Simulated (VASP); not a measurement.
Wanted: the native input for a VASP 6.6.1 run.

| Property | Result |
| --- | --- |
| Task | single point |
| Functional | LDA |
| Potentials or basis | VASP PAW LDA potentials, release 64 (Ca_sv, C) |
| Cutoff | 600 eV |
| k mesh | 10 × 10 × 10 |
| Occupations | gaussian, width 0.05 eV |
| Spin | no spin polarisation |
| Dipole correction | no |
| Further INCAR settings | ALGO = Normal; EDIFF = 1e-06; NBANDS = 16 |

The structure of CaC2 lies in POSCAR:

```
CaC2
1.0
   -1.9258949960      1.9258949960      3.2957511584
    1.9258949960     -1.9258949960      3.2957511584
    1.9258949960      1.9258949960     -3.2957511584
Ca C
1 2
Direct
    0.0000000000      0.0000000000      0.0000000000
    0.5996770466      0.5996770466      0.0000000000
    0.4003229534      0.4003229534      0.0000000000
```

This cell differs from its parent crystal: strain +0.025 along x and y, +0.050 along z.

These files were run (other wordings do the same):

INCAR

```
SYSTEM = CaC2
PREC     = Accurate       ! precision mode
ENCUT    = 600            ! plane-wave cutoff, eV
EDIFF    = 1E-6           ! SCF threshold, eV
ISMEAR   = 0              ! smearing method
SIGMA    = 0.05           ! smearing width, eV
LREAL    = .False.        ! projectors in reciprocal space
LASPH    = .True.         ! aspherical terms in the spheres
NELM     = 120            ! most SCF steps
ALGO     = Normal         ! electronic algorithm
ISIF     = 2              ! what is computed and relaxed
LWAVE    = .False.        ! write WAVECAR
LCHARG   = .True.         ! write CHGCAR
GGA      = CA             ! functional
LELF     = .True.         ! ELF
LVHAR    = .True.       
NBANDS   = 16             ! bands
GGA_COMPAT= .False.
```

KPOINTS

```
regular mesh
0
Gamma
  10 10 10
  0 0 0
```

Potentials or basis: VASP PAW LDA potentials, release 64 (Ca_sv, C).

Run with:

```bash
$ cat potpaw_LDA.64/Ca_sv/POTCAR potpaw_LDA.64/C/POTCAR > POTCAR
$ mpirun -np 1 vasp_std > vasp.out
```

It gave:

```
Pressure               : -10.5 GPa
Largest force          : 3.559 eV/Å
Band gap on the k mesh : 0.91 eV (least direct gap 2.01 eV)
```

Caveat: the cell differs from its parent crystal (strain +0.025 along x and y, +0.050 along z); the cell stands under tension; forces of over 1 eV/Å act on the atoms, so gaps and moduli don't describe the material at rest.

Run time: 2.6 min on 1 thread of Intel Xeon 8259CL, with other jobs on the host, peak memory 0.24 GiB.
